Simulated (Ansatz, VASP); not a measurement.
**One calculation of LiH, two programs**

```xyz
2
Lattice="0.0000 1.9952 1.9952 1.9952 0.0000 1.9952 1.9952 1.9952 0.0000" Properties=species:S:1:pos:R:3 pbc="T T T"
Li    0.0000    0.0000    0.0000
H     1.9952    1.9952    1.9952
```

Alike in both runs: task single point; functional r2SCAN; k mesh 11 × 11 × 11; occupations fermi-dirac, width 0.05 eV; no spin polarisation.

|  | VASP | Ansatz |
| --- | --- | --- |
| version | VASP 6.6.1 | Ansatz 0.2.0 |
| potentials or method | VASP PAW PBE potentials, release 64 (Li_sv, H) | Ansatz PAW |
| plane-wave cutoff (eV) | 520 | 500 |
| valence electrons in the cell | 4 | 4 |

VASP gave:

| Quantity | Value |
| --- | --- |
| gap on the k mesh at the Fermi level (eV) | 3.78 |
| least direct gap on the mesh (eV) | 3.78 |

**Question.** Which values does Ansatz return?

**Answer.** gap on the k mesh at the Fermi level (eV): 3.82; least direct gap on the mesh (eV): 3.82.

VASP's potentials were made for PBE, not for r2SCAN. With one functional, cell and mesh, what is left measures potentials, basis and numerics.

Noted on VASP's run: the cutoff is short for stress, so the pressure is rough. Noted on Ansatz's run: odd divisions of the mesh miss points on the zone boundary, where band edges often lie, so the gap on the mesh can be too wide.
